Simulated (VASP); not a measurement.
Ru2Rh, 3 atoms in the cell. It takes space group P4/mmm (No. 123, tetragonal). Conventional cell: a = 2.636 Å, b = 2.636 Å, c = 5.439 Å, α = 90.00°, β = 90.00°, γ = 90.00°. Ru (site symmetry 4mm) has 5 Ru at 2.23 to 2.64 Å and 4 Rh at 2.46 Å within 2.9 Å. Rh (site symmetry 4/mmm) has 8 Ru at 2.46 Å and 4 Rh at 2.64 Å within 3.2 Å. The cell was built from a structure type or drawn by symmetry, and may not be a known phase.

| Item | Value |
| --- | --- |
| Program | VASP 6.6.1 |
| Task | relaxation of cell and atoms |
| Functional | PBE |
| Potentials or basis | VASP PAW PBE potentials, release 64 (Ru_pv, Rh_pv) |
| Cutoff | 600 eV |
| k mesh | 6 × 6 × 4 |
| Occupations | gaussian, width 0.1 eV |
| Spin | no spin polarisation |
| Dipole correction | no |
| Further INCAR settings | ALGO = Fast; EDIFF = 1e-06; IBRION = 2; EDIFFG = -0.04; NSW = 90; ISIF = 3 |

Potentials or basis: VASP PAW PBE potentials, release 64 (Ru_pv, Rh_pv).

Launch:

```sh
$ cat potpaw_PBE.64/Ru_pv/POTCAR potpaw_PBE.64/Rh_pv/POTCAR > POTCAR
$ mpirun -np 1 vasp_std > vasp.out
```

Hardware: 1 thread of Intel(R) Xeon(R) Platinum 8488C (Sapphire Rapids), with other jobs on the host.

Question: How long does it take, and how much memory?

Answer: Run time: 11 min on 1 thread of Intel(R) Xeon(R) Platinum 8488C (Sapphire Rapids) (shared host), peak memory 0.2 GiB. Counts: scf iterations 444, k points 30, ion steps 17.
